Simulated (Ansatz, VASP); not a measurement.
## Tl in VASP and in Ansatz

```xyz
2
Lattice="0.0000 3.3049 3.3049 3.3049 0.0000 3.3049 3.3049 3.3049 0.0000" Properties=species:S:1:pos:R:3 pbc="T T T"
Tl   -0.8262   -0.8262   -0.8262
Tl    0.8262    0.8262    0.8262
```

Change from the starting cell: volume scaled by 0.8, LAPW.

Alike in both runs: task single point; functional PBE; k mesh 10 × 10 × 10; occupations fermi-dirac, width 0.05 eV; no spin polarisation.

|  | VASP | Ansatz |
| --- | --- | --- |
| version | VASP 6.6.1 | Ansatz 0.2.0 |
| potentials or method | VASP PAW PBE potentials, release 64 (Tl_d), cutoff 520 eV | all-electron LAPW, scalar-relativistic |

Ansatz gave:

- pressure (GPa): 5.6

**Question.** What did VASP give for the same quantities?

**Answer.** Pressure (GPa): 5.5.

Ansatz ran all-electron here, and VASP with PAW potentials.

Spin-orbit coupling is off throughout.
